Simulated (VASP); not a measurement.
Write the native input for VASP 6.6.1 that does the following.

```
Task                   : single point
Functional             : LDA
Potentials or basis    : VASP PAW LDA potentials, release 64 (Mo_sv, S)
Cutoff                 : 520 eV
k mesh                 : 10 × 10 × 5
Occupations            : methfessel-paxton, width 0.05 eV
Spin                   : no spin polarisation
Dipole correction      : no
Further INCAR settings : ALGO = Normal; EDIFF = 1e-06; NBANDS = 20
```

The structure of MoS2 lies in POSCAR:

```
MoS2
1.0
    3.2058035084      0.0000000000      0.0000000000
   -1.6029012576      2.7763066026      0.0000000000
    0.0000000000      0.0000000000      6.2701061329
Mo S
1 2
Direct
    0.0000000000      0.0000000000      0.5000000000
    0.3333333333      0.6666666667      0.2553190000
    0.6666666667      0.3333333333      0.7446810000
```

These files were run (other wordings do the same):

INCAR

```
PREC = Accurate ; ENCUT = 520
EDIFF = 1E-6 ; ISMEAR = 1
SIGMA = 0.05 ; LREAL = F
LASPH = T ; NELM = 100
ALGO = Normal ; ISIF = 2
LWAVE = F ; LCHARG = T
GGA = CA ; LELF = T
LVHAR = T ; NBANDS = 20
```

KPOINTS

```
regular mesh
0
Gamma
  10 10 5
```

Potentials or basis: VASP PAW LDA potentials, release 64 (Mo_sv, S).

The run is started by

```sh
$ cat potpaw_LDA.64/Mo_sv/POTCAR potpaw_LDA.64/S/POTCAR > POTCAR
$ mpirun -np 1 vasp_std > vasp.out
```

Results of the run:

| Item | Value |
| --- | --- |
| Pressure | -3.2 GPa |
| Largest force | 0.187 eV/Å |
| Band gap on the k mesh | zero (band 13 reaches 7.43 eV, above the bottom of band 14 at 6.68 eV) |

Wall time 19 s on 1 thread of Intel(R) Xeon(R) 6975P-C (Granite Rapids), on a shared host, peak memory 0.18 GiB.
